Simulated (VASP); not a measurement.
# InSi2B3 (P-3m1) in VASP: single point with PBE

Aim: the single point of InSi2B3 with PBE.

Everything below comes from runs of VASP 6.6.1. Logs are shortened: lines on timing, memory, paths and dates and some standing lists are left out, and cuts for length are marked.

### 1 The cell of the first run

It takes space group P-3m1 (No. 164, trigonal). The conventional cell has a = 3.725 Å, b = 3.725 Å, c = 6.667 Å, α = 90.00°, β = 90.00°, γ = 120.00°. Within 4.0 Å of In (site symmetry -3m) lie 6 Si at 3.01 Å and 8 B at 3.20 to 3.33 Å and 6 In at 3.72 Å. Si (site symmetry 3m) has 7 B at 2.17 to 2.48 Å and 3 In at 3.01 Å within 3.1 Å. B (site symmetry 3m) has 4 Si at 2.17 to 2.19 Å and 6 B at 2.35 to 2.88 Å within 2.9 Å. B (site symmetry -3m) has 6 B at 2.35 Å and 6 Si at 2.48 Å within 3.1 Å.

The cell was generated, and may not be a known phase.

### 2 Single point, PBE

The input, INCAR:

```
PREC     = Accurate       # precision mode
ENCUT    = 520            # plane-wave cutoff, eV
EDIFF    = 1E-6           # SCF threshold, eV
ISMEAR   = 0              # smearing method
SIGMA    = 0.1            # smearing width, eV
LREAL    = F              # projectors in reciprocal space
LASPH    = T              # aspherical terms in the spheres
NELM     = 60             # most SCF steps
ALGO     = Normal         # electronic algorithm
ISIF     = 2              # what is computed and relaxed
LWAVE    = F              # write WAVECAR
LCHARG   = T              # write CHGCAR
GGA      = PE             # functional
LELF     = T              # ELF
LVHAR    = T            
NBANDS   = 24             # bands
```

The input, KPOINTS:

```
Automatic mesh
0
Gamma
  6 6 4
```

The input, POSCAR:

```
InSi2B3
1.0
    3.7247765900      0.0000000000      0.0000000000
   -1.8623883000      3.2257511500      0.0000000000
    0.0000000000      0.0000000000      6.6668515800
In Si B
1 2 3
Direct
    0.0000000000      0.0000000000      0.0000000000
    0.6666666700      0.3333333300      0.6847193800
    0.3333333300      0.6666666700      0.3152806200
    0.6666666700      0.3333333300      0.3561005300
    0.3333333300      0.6666666700      0.6438994700
    0.0000000000      0.0000000000      0.5000000000
```

Potentials or basis: VASP PAW PBE potentials, release 64 (In_d, Si, B).

Run with:

```
$ cat potpaw_PBE.64/In_d/POTCAR potpaw_PBE.64/Si/POTCAR potpaw_PBE.64/B/POTCAR > POTCAR
$ mpirun -np 1 vasp_std > vasp.out
```

OUTCAR:

```text
PREC = Accurate
   ENCUT = 520
   EDIFF = 1E-6
   ISMEAR = 0
   LREAL = F
   LASPH = T
   NELM = 60
   ISIF = 2
   GGA = PE

 ion  position               nearest neighbor table
   1  0.000  0.000  0.000-   2 3.01   3 3.01   2 3.01   3 3.01   2 3.01   3 3.01
   2  0.667  0.333  0.685-   5 2.17   5 2.17   5 2.17   4 2.19   6 2.48   6 2.48   6 2.48   1 3.01
                             1 3.01   1 3.01
   3  0.333  0.667  0.315-   4 2.17   4 2.17   4 2.17   5 2.19   6 2.48   6 2.48   6 2.48   1 3.01
                             1 3.01   1 3.01
   4  0.667  0.333  0.356-   3 2.17   3 2.17   3 2.17   2 2.19
   5  0.333  0.667  0.644-   2 2.17   2 2.17   2 2.17   3 2.19
   6  0.000  0.000  0.500-   2 2.48   3 2.48   2 2.48   3 2.48   2 2.48   3 2.48

  LATTYP: Found a hexagonal cell.
 ALAT       =     3.7247765900
 C/A-ratio  =     1.7898661621

  Lattice vectors:

 A1 = (   3.7247765900,   0.0000000000,   0.0000000000)
 A2 = (  -1.8623883000,   3.2257511500,   0.0000000000)
 A3 = (   0.0000000000,   0.0000000000,   6.6668515800)

Analysis of symmetry for initial positions (statically):
=====================================================================
 Subroutine PRICEL returns:
 Original cell was already a primitive cell.

 Routine SETGRP: Setting up the symmetry group for a
 hexagonal supercell.

 Subroutine GETGRP returns: Found 12 space group operations
 (whereof 12 operations were pure point group operations)
 out of a pool of 24 trial point group operations.

The static configuration has the point symmetry D_3d.

Analysis of symmetry for dynamics (positions and initial velocities):
=====================================================================
 Subroutine PRICEL returns:
 Original cell was already a primitive cell.

 Routine SETGRP: Setting up the symmetry group for a
 hexagonal supercell.

 Subroutine GETGRP returns: Found 12 space group operations
 (whereof 12 operations were pure point group operations)
 out of a pool of 24 trial point group operations.

The dynamic configuration has the point symmetry D_3d.

 Subroutine INISYM returns: Found 12 space group operations
 (whereof 12 operations are pure point group operations),
 and found     1 'primitive' translations

----------------------------------------------------------------------------------------

[... 98 lines left out ...]
   NELM   =     60;   NELMIN=  2; NELMDL= -5     # of ELM steps
   EDIFF  = 0.1E-05   stopping-criterion for ELM
   LREAL  =      F    real-space projection
   EDIFFG = 0.1E-04   stopping-criterion for IOM
   NSW    =      0    number of steps for IOM
   IBRION =     -1    ionic relax: 0-MD 1-quasi-New 2-CG
   NFREE  =      0    steps in history (QN), initial steepest desc. (CG)
   ISIF   =      2    stress and relaxation
   ISYM   =      2    0-nonsym 1-usesym 2-fastsym
   POTIM  = 0.5000    time-step for ionic-motion
   TEBEG  =    0.0;   TEEND  =   0.0 temperature during run
   PSTRESS=    0.0 pullay stress
   NELECT =      30.0000    total number of electrons
   NUPDOWN=      -1.0000    fix difference up-down
   EMIN   =  10.00;   EMAX   =-10.00  energy-range for DOS
   EFERMI =   0.00;   METHOD = LEGACY
   ISMEAR =     0;   SIGMA  =   0.10  broadening in eV -4-tet -1-fermi 0-gaus
   EFERMI_NEDOS =   21; number of points for ismear=-14 and -15
   IALGO  =     38    algorithm
   IMIX   =      4    mixing-type and parameters
     AMIX     =   0.40;   BMIX     =  1.00
     AMIX_MAG =   1.60;   BMIX_MAG =  1.00
  volume/ion in A,a.u.               =      13.35        90.09
  Fermi-wavevector in a.u.,A,eV,Ry     =   1.180043  2.229959 18.946144  1.392502
  Thomas-Fermi vector in A             =   2.316343
   LORBIT       =      0    0 simple, 1 ext, 2 COOP (PROOUT), +10 PAW based schemes
   GGA     = PE    functional components
   LHFCALC =     F    Hartree Fock is set to
   AEXX    =    0.0000 exact exchange contribution
   IVDW    =     0    specifies the selected vdW correction
   LEPSILON=     F    determine dielectric tensor
   LRPA    =     F    only Hartree local field effects (RPA)
 non-spin polarized calculation
 Gauss-broadening in eV      SIGMA  =   0.10
  energy-cutoff  :      520.00
  volume of cell :       80.10
 maximum number of plane-waves:      2178
   NGX = 13   NGY = 13   NGZ = 25

 number of electron      29.9999996 magnetization

 Free energy of the ion-electron system (eV)
  ---------------------------------------------------
  ext. energy  EPLUGINS =         0.00000000
  ---------------------------------------------------
  free energy    TOTEN  =       -27.51562637 eV

  energy without entropy =      -27.50033452  energy(sigma->0) =      -27.50798044

 E-fermi :   7.8144     XC(G=0): -10.9198

 val. band max:        7.8103140411   @ k =   0.0000   0.0000   0.5000
 cond. band min:       7.8162389477   @ k =   0.0000   0.0000   0.2500
 fundamental gap:      0.0059249065
 Fermi energy:         7.8143978230

 k-point     1 :       0.0000    0.0000    0.0000
  band No.  band energies     occupation
      1      -6.8530      2.00000
      2      -6.7393      2.00000
      3      -6.7393      2.00000
      4      -6.6792      2.00000
      5      -6.6792      2.00000
      6      -6.3089      2.00000
[... 637 lines left out ...]
     23      13.8715      0.00000
     24      16.5123      0.00000

------------------------ aborting loop because EDIFF is reached ----------------------------------------

  FORCE on cell =-STRESS in cart. coord.  units (eV):
  Direction    XX          YY          ZZ          XY          YZ          ZX
  --------------------------------------------------------------------------------------
  -------------------------------------------------------------------------------------
  Total       -4.0116035     -4.0116035      2.6084556      0.0000000      0.0000000     -0.0000000
  in kB      -80.2373732    -80.2373732     52.1725600      0.0000001      0.0000000     -0.0000000
  external PRESSURE =     -36.1007288 kB  Pullay stress =       0.0000000 kB

 VOLUME and BASIS-vectors are now :
 -----------------------------------------------------------------------------
  energy-cutoff  :      520.00
  volume of cell :       80.10
      direct lattice vectors                 reciprocal lattice vectors
     3.724776590  0.000000000  0.000000000     0.268472478  0.155002658  0.000000000
    -1.862388300  3.225751150  0.000000000     0.000000000  0.310005315  0.000000000
     0.000000000  0.000000000  6.666851580     0.000000000  0.000000000  0.149995840

 POSITION                                       TOTAL-FORCE (eV/Angst)
 -----------------------------------------------------------------------------------
      0.00000      0.00000      0.00000        -0.000000      0.000000      0.000000
      1.86239      1.07525      4.56492        -0.000000      0.000000     -0.571376
     -0.00000      2.15050      2.10193         0.000000      0.000000      0.571376
      1.86239      1.07525      2.37407        -0.000000      0.000000     -0.227174
     -0.00000      2.15050      4.29278         0.000000     -0.000000      0.227174
      0.00000      0.00000      3.33343        -0.000000      0.000000      0.000000
 -----------------------------------------------------------------------------------
    total drift:                                0.000000      0.000000      0.000000

  FREE ENERGIE OF THE ION-ELECTRON SYSTEM (eV)
  ---------------------------------------------------
  free  energy   TOTEN  =       -27.5156263679 eV

  energy  without entropy=      -27.5003345165  energy(sigma->0) =      -27.50798044
```

Wall time 51 s (1 thread of Intel Xeon Platinum 8375C at 2.90GHz (Ice Lake), shared host); peak memory 0.21 GiB.

What came out:

```yaml
Free_energy: -27.5156 eV
Pressure: -3.6 GPa
Largest_force: 0.571 eV/Å
Band_gap_on_the_k_mesh: zero (bands 15 and 16 overlap by 2.51 eV)
```

Forces on the atoms (eV/Å):
```
In   0.000  0.000  0.000
Si   0.000  0.000 -0.571
Si   0.000  0.000  0.571
B    0.000  0.000 -0.227
B    0.000  0.000  0.227
B    0.000  0.000  0.000
```

Caveat: the stress differs along the axes, from -8 to 5 GPa; spin-orbit coupling is left out, which moves the levels of the heavy elements.
